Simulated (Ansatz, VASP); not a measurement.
## RbBr: VASP beside Ansatz

```
Rb Br
1.0
     0.00000    3.46083    3.46083
     3.27083    0.00000    3.46083
     3.27083    3.46083    0.00000
Rb Br
1 1
Direct
  0.00000 0.00000 0.00000
  0.50000 0.50000 0.50000
```

Change from the starting cell: uniaxial_x strain -5.5%.

Alike in both runs: task single point; functional r2SCAN; k mesh 6 × 6 × 6; no spin polarisation.

|  | VASP | Ansatz |
| --- | --- | --- |
| version | VASP 6.6.1 | Ansatz 0.2.0 |
| potentials or method | VASP PAW PBE potentials, release 64 (Rb_sv, Br) | plane waves, PAW |
| plane-wave cutoff (eV) | 520 | 500 |
| occupations | gaussian, width 0.01 eV | fixed |
| valence electrons in the cell | 16 | 16 |

Ansatz gave:

| Property | Result |
| --- | --- |
| gap on the k mesh at the Fermi level (eV) | 4.96 |
| pressure (GPa) | 1.1 |
| traceless stress, the component that is largest in VASP (GPa) | 1.74 |

Q: Which values does VASP return?

A: gap on the k mesh at the Fermi level (eV): 4.96; pressure (GPa): 1.2; traceless stress, the component that is largest in VASP (GPa): 1.76.

VASP's potentials were made for PBE, not for r2SCAN.
